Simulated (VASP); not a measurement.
The system is TiO2.

```
CELL_PARAMETERS angstrom
-1.89210 1.89210 4.75730
1.89210 -1.89210 4.75730
1.89210 1.89210 -4.75730
ATOMIC_POSITIONS crystal
Ti 0.75000 0.25000 0.50000
Ti 0.00000 0.00000 0.00000
O 0.79190 0.79190 0.00000
O 0.54190 0.04190 0.50000
O 0.95810 0.45810 0.50000
O 0.20810 0.20810 0.00000
```

Base run:

- Program: VASP 6.6.1
- Functional: r2SCAN
- Potentials or basis: VASP PAW PBE potentials, release 64 (Ti_sv, O)
- Cutoff: 520 eV
- k mesh: 10 × 10 × 10
- Occupations: fermi-dirac, width 0.05 eV
- Spin: no spin polarisation

Its results: band gap on the k mesh 2.54 eV (least direct gap 2.89 eV); pressure 1.8 GPa; largest force 0.038 eV/Å.

**Question.** The run is repeated on the same cell with these changes: functional from r2SCAN to PBEsol. What comes out?

**Answer.** Band gap on the k mesh 2.06 eV (least direct gap 2.40 eV); pressure -0.3 GPa; largest force 0.012 eV/Å.

Caveats: the PAW data sets were made with another functional, which shifts forces and pressure a little.

A k mesh can miss the band edges.
